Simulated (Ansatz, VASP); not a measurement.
## Two plane-wave programs on C

File POSCAR:

```
C
1.0
    2.4560000000      0.0000000000      0.0000000000
   -1.2280000000      2.1269583917      0.0000000000
    0.0000000000      0.0000000000      6.6960000000
C
4
Direct
    0.0000000000      0.0000000000      0.7500000000
    0.0000000000      0.0000000000      0.2500000000
    0.3333333333      0.6666666667      0.7500000000
    0.6666666667      0.3333333333      0.2500000000
```

INCAR.step1

```
SYSTEM = C
PREC = Accurate ; ENCUT = 520
ISMEAR = 0 ; SIGMA = 0.1
LREAL = .FALSE. ; LASPH = .TRUE.
NELM = 100 ; NBANDS = 16
GGA = PE ; ALGO = Normal
EDIFF = 1E-4 ; LWAVE = .TRUE.
LCHARG = .FALSE.
```

File INCAR.step2:

```
SYSTEM = C
PREC = Accurate ; ENCUT = 520
EDIFF = 1E-7 ; ISMEAR = 0
SIGMA = 0.1 ; LREAL = .FALSE.
LASPH = .TRUE. ; NELM = 100
ALGO = Normal ; ISIF = 2
LWAVE = .FALSE. ; LCHARG = .TRUE.
METAGGA = R2SCAN ; LMIXTAU = .TRUE.
IVDW = 12 ; VDW_S6 = 1.0
VDW_S8 = 0.78981345 ; VDW_A1 = 0.49484001
VDW_A2 = 5.73083694 ; LELF = .TRUE.
LVHAR = .TRUE. ; NBANDS = 16
ISTART = 1
```

File KPOINTS:

```
Automatic mesh
0
G
  9 9 4
  0 0 0
```

Input for Ansatz:

```yaml
crystal:
  lattice:
    - [2.456, 0.0, 0.0]
    - [-1.228, 2.1269583917, 0.0]
    - [0.0, 0.0, 6.696]
  atoms:
    - { symbol: C, position: [0.0, 0.0, 0.75] }
    - { symbol: C, position: [0.0, 0.0, 0.25] }
    - { symbol: C, position: [0.3333333333, 0.6666666667, 0.75] }
    - { symbol: C, position: [0.6666666667, 0.3333333333, 0.25] }
basis:
  ecutwfc: 500
kpoints:
  mp_grid: { grid: [9, 9, 4] }
hamiltonian:
  xc: r2scan
  dispersion: d3bj
scf:
  occupations: { method: gaussian, width: 0.1 }
output:
  forces: true
  stress: true
  eigenvalues: true
```

Alike in both runs: task single point; functional r2SCAN; dispersion D3(BJ); k mesh 9 × 9 × 4; occupations gaussian, width 0.1 eV; no spin polarisation.

```csv
,VASP,Ansatz
version,VASP 6.6.1,Ansatz 0.2.0
potentials or method,"VASP PAW PBE potentials, release 64 (C), cutoff 520 eV","scalar-relativistic, plane waves, PAW"
valence electrons in the cell,16,16
```

|  | VASP | Ansatz | Ansatz less VASP |
| --- | --- | --- | --- |
| gap on the k mesh at the Fermi level (eV) | none | none | - |
| pressure (GPa) | 0.6 | -0.1 | -0.68 |
| traceless stress, the component that is largest in VASP (GPa) | -0.70 | 0.09 | +0.789 |

VASP's potentials were made for PBE, not for r2SCAN. A gap of «none» marks a metal or a gap that the smearing closes. Ansatz's warnings: dispersion damping borrowed.
